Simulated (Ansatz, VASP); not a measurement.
## Ti in VASP and in Ansatz

File INCAR:

```
ALGO     = Normal         # electronic algorithm
EDIFF    = 1E-6           # SCF threshold, eV
ENCUT    = 500            # plane-wave cutoff, eV
GGA      = PE             # functional
GGA_COMPAT= False        
ISIF     = 2              # what is computed and relaxed
ISMEAR   = 0              # smearing method
LASPH    = True           # aspherical terms in the spheres
LCHARG   = False          # write CHGCAR
LREAL    = False          # projectors in reciprocal space
LWAVE    = False          # write WAVECAR
NBANDS   = 25             # bands
NELM     = 120            # most SCF steps
PREC     = Accurate       # precision mode
SIGMA    = 0.15           # smearing width, eV
```

The input KPOINTS:

```
k-points
0
Gamma
  12 12 14
```

Contents of POSCAR:

```
Ti
1.0
    4.5410922605      0.0000000000      0.0000000000
   -2.2705461302      3.9327012585      0.0000000000
    0.0000000000      0.0000000000      2.8082579439
Ti
3
Direct
    0.0000000000      0.0000000000      0.0000000000
    0.3333333333      0.6666666667      0.5000000000
    0.6666666667      0.3333333333      0.5000000000
```

Input for Ansatz:

```yaml
crystal:
  lattice:
    - [4.5410922605, 0.0, 0.0]
    - [-2.2705461302, 3.9327012585, 0.0]
    - [0.0, 0.0, 2.8082579439]
  atoms:
    - { symbol: Ti, position: [0.0, 0.0, 0.0] }
    - { symbol: Ti, position: [0.3333333333, 0.6666666667, 0.5] }
    - { symbol: Ti, position: [0.6666666667, 0.3333333333, 0.5] }
basis:
  ecutwfc: 520.0
kpoints:
  mp_grid: { grid: [12, 12, 14] }
hamiltonian:
  xc: pbe
  pseudopotentials: { kind: paw, azcp: { folder: soft_1 } }
scf:
  occupations: { method: gaussian, width: 0.15 }
output:
  forces: true
  stress: true
  eigenvalues: true
```

Change from the starting cell: mode 6 frozen in at +0.000 Å, equal normal strain along x, y and z -0.0083.

Alike in both runs: task single point; functional PBE; k mesh 12 × 12 × 14; occupations gaussian, width 0.15 eV; no spin polarisation.

```csv
,VASP,Ansatz
version,VASP 6.6.1,Ansatz 0.2.0
potentials or method,"VASP PAW PBE potentials, release 64 (Ti_sv), cutoff 500 eV","scalar-relativistic, plane waves, PAW"
valence electrons in the cell,36,36
```

|  | VASP | Ansatz | Ansatz less VASP |
| --- | --- | --- | --- |
| gap on the k mesh at the Fermi level (eV) | none | none | - |
| pressure (GPa) | 2.7 | 2.9 | +0.27 |
| traceless stress, the component that is largest in VASP (GPa) | 0.12 | 0.11 | -0.010 |

A gap of «none» marks a metal or a gap that the smearing closes.
